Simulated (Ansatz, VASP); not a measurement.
## Two plane-wave programs on Ta2N

```
Ta N
1.0
     5.42481    0.00000    0.00000
    -2.71241    4.69802    0.00000
     0.00000    0.00000    4.75539
Ta N
6 3
Direct
  0.66707 0.66707 0.75285
  0.00000 0.33293 0.75285
  0.33293 0.00000 0.75285
  0.33293 0.33293 0.24715
  0.00000 0.66707 0.24715
  0.66707 0.00000 0.24715
  0.66667 0.33333 0.50000
  0.33333 0.66667 0.50000
  0.00000 0.00000 0.00000
```

Alike in both runs: task single point; functional PBE; k mesh 9 × 9 × 8; occupations gaussian, width 0.15 eV; no spin polarisation.

|  | VASP | Ansatz |
| --- | --- | --- |
| version | VASP 6.6.1 | Ansatz 0.2.0 |
| potentials or method | VASP PAW PBE potentials, release 64 (Ta_pv, N), cutoff 520 eV | scalar-relativistic, plane waves, PAW |
| valence electrons in the cell | 81 | 93 |

Ansatz gave:

```
gap on the k mesh at the Fermi level (eV)                     : none
pressure (GPa)                                                : 0.7
traceless stress, the component that is largest in VASP (GPa) : 11.70
rms of the force components (eV/Å)                            : 0.037
```

Problem. Estimate VASP's values.

Solution. gap on the k mesh at the Fermi level (eV): none; pressure (GPa): 1.2; traceless stress, the component that is largest in VASP (GPa): 11.62; rms of the force components (eV/Å): 0.030.

Atom by atom the forces differ by 0.007 eV/Å (rms over components). A gap of «none» marks a metal or a gap that the smearing closes. VASP's potentials hold 81 valence electrons a cell and Ansatz's 93, so a difference there can come from the potentials and not from the codes.

Neither program's run includes spin-orbit coupling.
